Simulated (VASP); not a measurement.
Here is a VASP 6.6.1 calculation.

INCAR

```
SYSTEM = ScAgC4N4
  ALGO = Normal
  EDIFF = 1E-6
  ENCUT = 520
  GGA = PE
  ISIF = 2
  ISMEAR = 0
  LASPH = .True.
  LCHARG = .False.
  LREAL = .False.
  LWAVE = .False.
  NBANDS = 40
  NELM = 80
  PREC = Accurate
  SIGMA = 0.1
```

KPOINTS

```
k-points
0
Gamma
  4 4 2
  0 0 0
```

POSCAR

```
ScAgC4N4
1.0
    4.1758688214     -3.8360322742      0.0000000000
    4.1758688214      3.8360322742      0.0000000000
    0.0000000000      0.0000000000      7.9235019621
Sc Ag C N
1 1 4 4
Direct
    0.0000000000      0.0000000000      0.0000000000
    0.5000000000      0.5000000000      0.5000000000
    0.8041424327      0.8041424327      0.8051411613
    0.1958575673      0.1958575673      0.1948588387
    0.8041424327      0.8041424327      0.1948588387
    0.1958575673      0.1958575673      0.8051411613
    0.6957181386      0.6957181386      0.7119025836
    0.3042818614      0.3042818614      0.2880974164
    0.6957181386      0.6957181386      0.2880974164
    0.3042818614      0.3042818614      0.7119025836
```

Potentials or basis: VASP PAW PBE potentials, release 64 (Sc_sv, Ag, C, N).

The run is started by

```bash
$ cat potpaw_PBE.64/Sc_sv/POTCAR potpaw_PBE.64/Ag/POTCAR potpaw_PBE.64/C/POTCAR potpaw_PBE.64/N/POTCAR > POTCAR
$ mpirun -np 1 vasp_std > vasp.out
```

(1) Estimate the largest force.

(2) Estimate the band gap on the k mesh.

(3) What does it give for the pressure?

## Answers

(1) 0.438 eV/Å.

(2) 0.40 eV.

(3) 0.3 GPa.
